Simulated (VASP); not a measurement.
Wanted: the native input for a VASP 6.6.1 run.

* Task: single point
* Functional: PBE
* Potentials or basis: VASP PAW PBE potentials, release 64 (Mn_pv, Fe, Se)
* Cutoff: 600 eV
* k mesh: 4 × 4 × 4
* Occupations: fermi-dirac, width 0.1 eV
* Spin: collinear spin, ferromagnetic start
* Starting moments: [5.0, 4.0, 0.0, 0.0] μB
* Hubbard terms: Fe d U = 4.0 eV, Mn d U = 4.0 eV
* Dipole correction: no
* Further INCAR settings: ALGO = Normal; EDIFF = 1e-06; NBANDS = 28

The structure of MnFeSe2 lies in POSCAR:

```
MnFeSe2
1.0
    5.4000000000      2.7000000000      2.7000000000
    2.7000000000      5.4000000000      2.7000000000
    2.7000000000      2.7000000000      5.4000000000
Mn Fe Se
1 1 2
Direct
    0.0000000000      0.0000000000      0.0000000000
    0.5000000000      0.5000000000      0.5000000000
    0.2500000000      0.2500000000      0.2500000000
    0.7500000000      0.7500000000      0.7500000000
```

These files were run (other wordings do the same):

INCAR

```
ALGO = Normal
EDIFF = 1E-6
ENCUT = 600
GGA = PE
GGA_COMPAT = F
ISIF = 2
ISMEAR = -1
ISPIN = 2
LASPH = T
LCHARG = T
LDAU = T
LDAUJ = 0 0 0
LDAUL = 2 2 -1
LDAUPRINT = 1
LDAUTYPE = 2
LDAUU = 4 4 0
LELF = T
LMAXMIX = 4
LORBIT = 11
LREAL = F
LVHAR = T
LWAVE = F
MAGMOM = 5 4 0 0
NBANDS = 28
NELM = 200
PREC = Accurate
SIGMA = 0.1
```

KPOINTS

```
k-points
0
Gamma
  4 4 4
```

Potentials or basis: VASP PAW PBE potentials, release 64 (Mn_pv, Fe, Se).

Launch:

```sh
$ cat potpaw_PBE.64/Mn_pv/POTCAR potpaw_PBE.64/Fe/POTCAR potpaw_PBE.64/Se/POTCAR > POTCAR
$ mpirun -np 1 vasp_std > vasp.out
```

Results of the run:

```json
{
  "Pressure": "3.5 GPa",
  "Largest force": "0.457 eV/Å",
  "Band gap on the k mesh": "0.39 eV, direct",
  "Net moment": "8.99 μB per cell",
  "Site moments": "Mn +4.59; Fe +3.70; Se +0.11 μB",
  "Valence electrons inside the program's atomic spheres": "Mn 11.29; Fe 6.60; Se 3.92"
}
```

Caveat: the k points lie up to 0.48 Å⁻¹ apart; only a ferromagnetic start was run, and an antiferromagnetic order may lie lower in energy.

Wall time 3.3 min on 1 thread of Intel(R) Xeon(R) 6975P-C (Granite Rapids) (shared host), peak memory 0.54 GiB.
